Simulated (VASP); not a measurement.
Set up this calculation in VASP 6.6.1, as the native input.

```
Task                               : single point
Functional                         : PBEsol-based screened hybrid
Potentials or basis                : VASP PAW PBE potentials, release 64 (Pb_d, Te)
Cutoff                             : 520 eV
k mesh                             : 4 × 4 × 4
Occupations                        : fermi-dirac, width 0.05 eV
Spin                               : no spin polarisation
Dipole correction                  : no
Grid for exact exchange (PRECFOCK) : Normal
Share of exact exchange            : 0.25
Further INCAR settings             : ALGO = Normal; EDIFF = 1e-06; NBANDS = 17
Screening parameter                : 0.207 1/Å
```

TePb:

```
Pb Te
1.0
     4.00229    0.00000    0.00000
     0.00000    4.00229    0.00000
     0.00000    0.00000    4.00229
Pb Te
1 1
Direct
  0.00000 0.00000 0.00000
  0.50000 0.50000 0.50000
```

One way to write it, as run:

POSCAR

```
TePb
1.0
    4.0022870000      0.0000000000      0.0000000000
    0.0000000000      4.0022870000      0.0000000000
    0.0000000000      0.0000000000      4.0022870000
Pb Te
1 1
Direct
    0.0000000000      0.0000000000      0.0000000000
    0.5000000000      0.5000000000      0.5000000000
```

INCAR.step1

```
ALGO = Normal
EDIFF = 1E-5
ENCUT = 520
GGA = PE
ISIF = 2
ISMEAR = -1
LASPH = T
LCHARG = F
LREAL = F
LWAVE = T
NBANDS = 17
NELM = 60
PREC = Accurate
SIGMA = 0.05
```

INCAR.step2

```
AEXX = 0.25
ALGO = Normal
EDIFF = 1E-6
ENCUT = 520
GGA = PS
HFSCREEN = 0.207
ISIF = 2
ISMEAR = -1
ISTART = 1
LASPH = T
LCHARG = F
LHFCALC = T
LREAL = F
LWAVE = F
NBANDS = 17
NELM = 60
PREC = Accurate
PRECFOCK = Normal
SIGMA = 0.05
```

KPOINTS

```
k-points
0
Gamma
  4 4 4
```

Potentials or basis: VASP PAW PBE potentials, release 64 (Pb_d, Te).

Command:

```console
$ cat potpaw_PBE.64/Pb_d/POTCAR potpaw_PBE.64/Te/POTCAR > POTCAR
$ cp INCAR.step1 INCAR
$ mpirun -np 1 vasp_std > vasp.out
$ cp INCAR.step2 INCAR
$ mpirun -np 1 vasp_std > vasp.out
```

Results of the run:

* Pressure: -2.2 GPa
* Band gap on the k mesh: zero (band 10 reaches 6.33 eV, above the bottom of band 11 at 5.08 eV)

Caveat: the k points lie up to 0.39 Å⁻¹ apart; the PAW data sets were made with another functional, which shifts forces and pressure a little; spin-orbit coupling is left out, which moves the levels of the heavy elements.

Run time: 11 min on 1 thread of Intel Xeon 6975P-C, with other jobs on the host, peak memory 0.29 GiB.
